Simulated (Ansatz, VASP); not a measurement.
Two plane-wave programs on Al2O3

```
Al O
1.0
     2.41157    1.39232    4.38887
    -2.41157    1.39232    4.38887
     0.00000   -2.78464    4.38887
Al O
4 6
Direct
  0.35218 0.35218 0.35218
  0.14782 0.14782 0.14782
  0.64782 0.64782 0.64782
  0.85218 0.85218 0.85218
  0.55615 0.94385 0.25000
  0.25000 0.55615 0.94385
  0.94385 0.25000 0.55615
  0.44385 0.05615 0.75000
  0.75000 0.44385 0.05615
  0.05615 0.75000 0.44385
```

Change from the starting cell: volume scaled by 1.04, ions relaxed.

Alike in both runs: functional PBE; k mesh 8 × 8 × 8; occupations fermi-dirac, width 0.02 eV; no spin polarisation.

Ansatz relaxed the structure, and its values are those at the end. VASP's run is a single point on that final structure, the one shown.

|  | VASP | Ansatz |
| --- | --- | --- |
| version | VASP 6.6.1 | Ansatz 0.2.0 |
| potentials or method | VASP PAW PBE potentials, release 64 (Al, O) | plane-wave PAW, scalar-relativistic |
| plane-wave cutoff (eV) | 520 | 420 |
| valence electrons in the cell | 48 | 48 |

Ansatz gave:

| Item | Value |
| --- | --- |
| gap on the k mesh at the Fermi level (eV) | 5.74 |
| pressure (GPa) | -2.1 |
| rms of the force components (eV/Å) | 0.003 |

What did VASP give for the same quantities?

gap on the k mesh at the Fermi level (eV): 5.73; pressure (GPa): -2.2; rms of the force components (eV/Å): 0.003.

With one functional, cell and mesh, what is left measures potentials, basis and numerics. Ansatz's warnings: stress scf threshold loose.
